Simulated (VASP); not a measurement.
# Al4H3S4O20 (a cell with a defect) in VASP: further runs, part 2 of 2

VASP 6.6.1. Earlier steps stand in the parts before.

### Step 3. Single point, PBEsol

INCAR

```
SYSTEM = Al4H3S4O20
PREC = Accurate
ENCUT = 520
EDIFF = 1E-7
ISMEAR = -1
SIGMA = 0.05
LREAL = Auto
LASPH = .True.
NELM = 60
ALGO = Normal
ISIF = 2
LWAVE = .False.
LCHARG = .False.
GGA = PS
NELECT = 160.0
NBANDS = 100
```

KPOINTS

```
Automatic mesh
0
Gamma
  2 2 2
  0 0 0
```

POSCAR

```
Al4H3S4O20
1.0
    0.1501280000      3.6637270000      6.2503170000
    0.1501280000     -3.6637270000      6.2503170000
    7.2288020000      0.0000000000      0.0000000000
Al H S O
4 3 4 20
Direct
    0.0046769814      0.0308252179      0.5188923595
    0.2428513143      0.2398762018      0.2640588418
    0.5185548961      0.4905779207      0.0204737809
    0.7654565033      0.7576502448      0.7599653484
    0.5935032024      0.2065202204      0.1876651323
    0.4484827647      0.8425077562      0.9249507975
   -0.0363506389      0.7304914321      0.5060437443
    0.5165675835      0.7521200687      0.3955889870
    0.0071344349      0.7675622725      0.1050929784
    0.9901571159      0.2840182579      0.8949077039
    0.5181521887      0.2547046120      0.6321618097
    0.1948852526      0.2062943996     -0.0082625446
    0.0125941577      0.1365662768      0.7507615843
    0.3403437920      0.3233665446      0.5009348014
    0.4997592966      0.3852038180      0.7911051178
    0.3543500382      0.7783445116      0.5194153655
    0.4632958465      0.9477205867      0.2871246058
    0.2316632114      0.7204004999      0.0311073092
    0.0065038861      0.5614033096      0.1585520296
    0.0740204176      0.1922060794      0.3877450162
    0.4570583531      0.2892237955      0.1354528944
    0.7044398193      0.6696664860      0.5446003596
    0.5741717741      0.5754819154      0.2763673415
    0.8619739134      0.8692342797      0.9482341855
    0.9445026029      0.9057715512      0.2614018259
    0.7970352862      0.3195160824      1.0120452014
    0.9291664925      0.4919614279      0.8165182706
    0.7110028167      0.2234937856      0.5293416384
    0.5232961797      0.0608981899      0.7064788976
    0.5493938631      0.7112781956      0.8897377221
    0.9582073991      0.7939757301      0.6259333498
```

Potentials or basis: VASP PAW PBE potentials, release 64 (Al, H, S, O).

Started as:

```sh
> cat potpaw_PBE.64/Al/POTCAR potpaw_PBE.64/H/POTCAR potpaw_PBE.64/S/POTCAR potpaw_PBE.64/O/POTCAR > POTCAR
> mpirun -np 1 vasp_std > vasp.out
```

OUTCAR:

```text
SYSTEM = Al4H3S4O20
   PREC = Accurate
   ENCUT = 520
   EDIFF = 1E-7
   ISMEAR = -1
   LREAL = Auto
   LASPH = .True.
   NELM = 60
   ISIF = 2
   GGA = PS
   NELECT = 160.0

 ion  position               nearest neighbor table
   1  0.005  0.031  0.519-  20 1.74  13 1.87  28 1.89  31 2.04  25 2.23  16 2.29   2 3.31
   2  0.243  0.240  0.264-  20 1.66  17 1.94  21 1.97  12 2.05  14 2.08  19 2.24   1 3.31
   3  0.519  0.491  0.020-  26 1.78  15 1.87  21 1.89  18 1.93  30 1.94  23 2.07
   4  0.765  0.758  0.760-  27 1.74  31 1.80  22 1.84  24 1.91  30 1.97  29 2.07
   5  0.594  0.207  0.188-  21 0.95
   6  0.448  0.843  0.925-  30 0.91
   7  0.964  0.730  0.506-  31 0.98
   8  0.517  0.752  0.396-  16 1.40  23 1.44  17 1.48  22 1.62
   9  0.007  0.768  0.105-  25 1.44  24 1.48  19 1.54  18 1.57
  10  0.990  0.284  0.895-  27 1.45  13 1.46  12 1.49  26 1.53
  11  0.518  0.255  0.632-  15 1.47  29 1.48  28 1.49  14 1.49
  12  0.195  0.206  0.992-  10 1.49   2 2.05
  13  0.013  0.137  0.751-  10 1.46   1 1.87
  14  0.340  0.323  0.501-  11 1.49   2 2.08
  15  0.500  0.385  0.791-  11 1.47   3 1.87
  16  0.354  0.778  0.519-   8 1.40   1 2.29
  17  0.463  0.948  0.287-   8 1.48   2 1.94
  18  0.232  0.720  0.031-   9 1.57   3 1.93
  19  0.007  0.561  0.159-   9 1.54   2 2.24
  20  0.074  0.192  0.388-   2 1.66   1 1.74
  21  0.457  0.289  0.135-   5 0.95   3 1.89   2 1.97
  22  0.704  0.670  0.545-   8 1.62   4 1.84
  23  0.574  0.575  0.276-   8 1.44   3 2.07
  24  0.862  0.869  0.948-   9 1.48   4 1.91
  25  0.945  0.906  0.261-   9 1.44   1 2.23
  26  0.797  0.320  0.012-  10 1.53   3 1.78
  27  0.929  0.492  0.817-  10 1.45   4 1.74
  28  0.711  0.223  0.529-  11 1.49   1 1.89
  29  0.523  0.061  0.706-  11 1.48   4 2.07
  30  0.549  0.711  0.890-   6 0.91   3 1.94   4 1.97
  31  0.958  0.794  0.626-   7 0.98   4 1.80   1 2.04

  LATTYP: Found a base centered monoclinic cell.
 ALAT       =    12.5042394438
 B/A-ratio  =     0.5859975757
 C/A-ratio  =     0.5781080915
 COS(beta)  =    -0.0240123361

  Lattice vectors:

 A1 = (  -0.1501280000,  -3.6637270000,  -6.2503170000)
[... 195 lines left out ...]
   GGA     = PS    functional components
   LHFCALC =     F    Hartree Fock is set to
   AEXX    =    0.0000 exact exchange contribution
   IVDW    =     0    specifies the selected vdW correction
   LEPSILON=     F    determine dielectric tensor
   LRPA    =     F    only Hartree local field effects (RPA)
 non-spin polarized calculation
  energy-cutoff  :      520.00
  volume of cell :      331.07
 maximum number of plane-waves:      8928
 NGX is ok and might be reduce to    54
   NGX = 27   NGY = 27   NGZ = 27

 number of electron     159.9999998 magnetization

 Free energy of the ion-electron system (eV)
  ---------------------------------------------------
  ext. energy  EPLUGINS =         0.00000000
  ---------------------------------------------------
  free energy    TOTEN  =      -199.26241183 eV

  energy without entropy =     -199.26241183  energy(sigma->0) =     -199.26241183

 E-fermi :   3.4969     XC(G=0):  -9.9847

 val. band max:        2.2534810645   @ k =   0.5000   0.5000   0.5000
 cond. band min:       6.6023277494   @ k =   0.0000   0.0000   0.0000
 fundamental gap:      4.3488466849
 Fermi energy:         3.4969230997

 k-point     1 :       0.0000    0.0000    0.0000
  band No.  band energies     occupation
      1     -22.0875      2.00000
      2     -21.6013      2.00000
      3     -21.5065      2.00000
      4     -21.4789      2.00000
      5     -18.1716      2.00000
      6     -17.9528      2.00000
[... 749 lines left out ...]
     91      10.1009      0.00000
     92      10.3100      0.00000
 [bands above 92 left out]

------------------------ aborting loop because EDIFF is reached ----------------------------------------

  FORCE on cell =-STRESS in cart. coord.  units (eV):
  Direction    XX          YY          ZZ          XY          YZ          ZX
  --------------------------------------------------------------------------------------
  -------------------------------------------------------------------------------------
  Total        5.4827542     11.8616250     -2.7519073     -8.1223314     -1.7694700      1.0473958
  in kB       26.5330931     57.4028290    -13.3175064    -39.3069921     -8.5631254      5.0687390
  external PRESSURE =      23.5394719 kB  Pullay stress =       0.0000000 kB

 VOLUME and BASIS-vectors are now :
 -----------------------------------------------------------------------------
  energy-cutoff  :      520.00
  volume of cell :      331.07
      direct lattice vectors                 reciprocal lattice vectors
     0.150128000  3.663727000  6.250317000     0.000000000  0.136473051  0.079995943
     0.150128000 -3.663727000  6.250317000     0.000000000 -0.136473051  0.079995943
     7.228802000  0.000000000  0.000000000     0.138335508  0.000000000 -0.003322717

 POSITION                                       TOTAL-FORCE (eV/Angst)
 -----------------------------------------------------------------------------------
      3.75630     -0.09580      0.22190         0.008286      0.169640      0.068983
      1.98130      0.01090      3.01720        -0.789121      0.355679      1.812585
      0.29950      0.10250      6.30740        -0.195507     -2.007863      0.445404
      5.72230      0.02860      9.51990        -0.171488     -2.459903     -0.758071
      1.47670      1.41780      5.00040         0.941451      1.472459     -0.029050
      6.88010     -1.44360      8.06910         1.181040     -4.036697      0.461272
[... 23 lines left out ...]
      6.62100     -0.59310      7.87960        -0.536990      3.844241      0.205115
      4.78780      0.60170     10.95170        -1.654029     -0.192065      2.467880
 -----------------------------------------------------------------------------------
    total drift:                                0.004326      0.000409     -0.024982

  FREE ENERGIE OF THE ION-ELECTRON SYSTEM (eV)
  ---------------------------------------------------
  free  energy   TOTEN  =      -199.2624118326 eV

  energy  without entropy=     -199.2624118325  energy(sigma->0) =     -199.26241183
```

stdout:

```text
POSCAR found type information on POSCAR AlH S O
 POSCAR found :  4 types and      31 ions
 scaLAPACK will be used
 -----------------------------------------------------------------------------
|                                                                             |
|                                                                             |
|     You enforced a specific xc type in the INCAR file but a different       |
|     I HOPE YOU KNOW WHAT YOU ARE DOING!                                     |
|                                                                             |
 -----------------------------------------------------------------------------

 LDA part: xc-table for (Slater+PW92), standard interpolation
 POSCAR, INCAR and KPOINTS ok, starting setup
 FFT: planning ... GRIDC
 FFT: planning ... GRID_SOFT
 FFT: planning ... GRID
 WAVECAR not read
 entering main loop
 the old and the new charge density differ
 old charge density:   159.00000 new  160.00000
    0.876E+01
```

It took 6.5 min on 1 thread of Intel Xeon Platinum 8488C (Sapphire Rapids), shared host; peak memory 0.48 GiB.

Results:

| Item | Value |
| --- | --- |
| Free energy | -199.2624 eV |
| Largest force | 5.791 eV/Å |

Forces on the atoms (eV/Å):
```
Al   0.008  0.170  0.069
Al  -0.789  0.356  1.813
Al  -0.196 -2.008  0.445
Al  -0.171 -2.460 -0.758
H    0.941  1.472 -0.029
H    1.181 -4.037  0.461
H    0.102  0.219 -0.302
S    2.470  2.877  2.455
S   -1.263  4.100 -1.022
S    0.548 -1.351 -0.939
S   -0.369  0.350 -1.514
O    0.483 -0.554 -1.740
O    0.384  0.928  0.137
O    0.124 -1.032  1.578
O   -1.049 -1.196 -0.337
O    1.874 -4.276 -3.427
O   -0.174  0.930  0.816
O    1.137 -1.385 -1.925
O    0.382 -0.489  2.194
O    0.323 -0.333 -1.507
O    0.003 -1.458  0.092
O   -3.907 -1.485 -0.265
O   -1.986  0.806 -0.502
O    0.919 -0.363 -0.375
O    1.228 -0.911  0.818
O    0.068  2.885  1.304
O   -0.365  2.020  0.511
O   -0.552  0.338 -0.584
O    0.835  2.233 -0.141
O   -0.537  3.844  0.205
O   -1.654 -0.192  2.468
```

Caveat: the k points lie up to 0.50 Å⁻¹ apart; the cell carries a net charge on a neutralising background, which shifts energy and pressure; the cell is charged against a uniform background, so pressure and absolute levels hang on convention; the atoms stand as in a frame of molecular dynamics; the PAW data sets were made with another functional, which shifts forces and pressure a little.

### Step 4. Single point, PBEsol

INCAR, as its differences from that of step 3:

```diff
@@ -14,3 +14,3 @@
 GGA = PS
+NBANDS = 100
 NELECT = 160.0
-NBANDS = 100
```

KPOINTS

```
regular mesh
0
Gamma
  2 2 2
  0 0 0
```

POSCAR

```
Al4H3S4O20
1.0
    0.1501280000      3.6637270000      6.2503170000
    0.1501280000     -3.6637270000      6.2503170000
    7.2288020000      0.0000000000      0.0000000000
Al H S O
4 3 4 20
Direct
    0.0131488389      0.0309449247      0.5008824825
    0.2872784163      0.2380389396      0.2455227237
    0.5091340331      0.5133101085      0.0036109034
    0.7306192384      0.8041509180      0.7670134036
    0.5707250076      0.2811837836      0.2430284627
    0.4619234591      0.8569856458      0.9984081476
   -0.0434302000      0.7210918290      0.5252411139
    0.5365720851      0.7348674275      0.3811172763
    0.0320893399      0.7396475176      0.1198595132
    0.9994210595      0.2675706787      0.9077975942
    0.5355629367      0.2623165949      0.6282944175
    0.2013169555      0.1845034757      0.0183263493
    0.0541370849      0.1206540497      0.7568002217
    0.3949472421      0.3339437885      0.4796608134
    0.4619268385      0.4165086073      0.7871874542
    0.3506561163      0.8017814321      0.4997767065
    0.4761809978      0.9286437495      0.2772930384
    0.2176068819      0.6819154944     -0.0162051050
    0.0040611462      0.5601342379      0.1815236433
    0.0980648939      0.2148312360      0.4010243371
    0.4575515148      0.3167932105      0.1410398535
    0.7086492545      0.6806722791      0.5194669790
    0.5746729154      0.5625814031      0.2556670225
    0.8286679585      0.8734857083      1.0038536225
    1.0448776757      0.8850404389      0.2636488388
    0.8103848300      0.3024867252      1.0222201160
    0.9763823312      0.4742160945      0.8215918156
    0.7413626183      0.2285241890      0.5270434622
    0.5725722843      0.0686591925      0.7236791381
    0.5321593683      0.7646548572      0.8930403508
    0.9382399548      0.8420537487      0.6065635865
```

Started as:

```sh
> cat potpaw_PBE.64/Al/POTCAR potpaw_PBE.64/H/POTCAR potpaw_PBE.64/S/POTCAR potpaw_PBE.64/O/POTCAR > POTCAR
> mpirun -np 1 vasp_std > vasp.out
```

It took 6.5 min on 1 thread of Intel Xeon Platinum 8488C (Sapphire Rapids), shared host; peak memory 0.47 GiB.

Results (log left out):

```yaml
Free_energy: -198.0665 eV
Largest_force: 4.726 eV/Å
```

Forces in eV/Å, atoms in the order of the input:
```
Al  -0.351  1.289  2.841
Al   1.820 -1.615 -4.052
Al  -0.146  0.066  0.401
Al   0.561  3.354  0.072
H   -1.551 -0.995 -0.931
H   -0.143 -0.455  0.609
H    0.544 -0.449  1.359
S    3.636 -2.238 -0.486
S   -2.229 -3.026  0.674
S   -1.571 -0.457  3.887
S    1.822  1.690  3.931
O    0.094 -0.488 -1.127
O    0.284  0.402 -1.295
O   -1.197 -2.332 -2.091
O   -2.762  1.177  0.281
O    1.145 -0.164 -2.430
O   -2.680  0.046  3.058
O    1.925 -1.108 -0.479
O    1.395  1.259  1.403
O   -0.596  0.745 -0.381
O    1.366  1.940  1.948
O   -0.944  0.421  0.089
O   -0.410  0.080  0.510
O    0.390  1.520  0.945
O   -1.629  0.671 -1.959
O   -0.887  0.118  0.447
O    0.609 -0.677 -1.604
O    1.421 -2.215 -1.239
O   -0.372 -1.571 -0.913
O    0.558  1.424 -1.519
O   -0.104  1.589 -1.950
```

Levels at points of the mesh, in eV from the Fermi level:
```csv
k point,band 77,band 78,band 79,band 80,band 81,band 82,band 83,band 84
"(0.00, 0.00, 0.00)",-3.10,-2.95,-1.41,-1.31,1.66,3.19,3.60,3.89
"(0.50, 0.00, 0.00)",-3.14,-2.95,-1.42,-1.31,2.69,3.02,3.56,3.66
"(0.00, 0.50, 0.00)",-3.13,-2.92,-1.42,-1.28,2.76,2.87,3.39,3.69
"(0.50, 0.50, 0.00)",-3.12,-2.91,-1.40,-1.30,2.74,2.88,3.46,3.86
"(0.00, 0.00, 0.50)",-3.11,-2.96,-1.41,-1.31,2.69,2.91,3.29,3.54
"(0.50, 0.00, 0.50)",-3.10,-2.96,-1.40,-1.32,2.89,3.02,3.41,3.73
"(0.00, 0.50, 0.50)",-3.06,-2.94,-1.41,-1.29,2.76,3.19,3.34,3.62
"(0.50, 0.50, 0.50)",-3.09,-2.89,-1.37,-1.29,3.18,3.22,3.46,3.69
```

Caveat: the k points lie up to 0.50 Å⁻¹ apart; the cell carries a net charge on a neutralising background, which shifts energy and pressure; the cell is charged against a uniform background, so pressure and absolute levels hang on convention; the atoms stand as in a frame of molecular dynamics; the PAW data sets were made with another functional, which shifts forces and pressure a little.
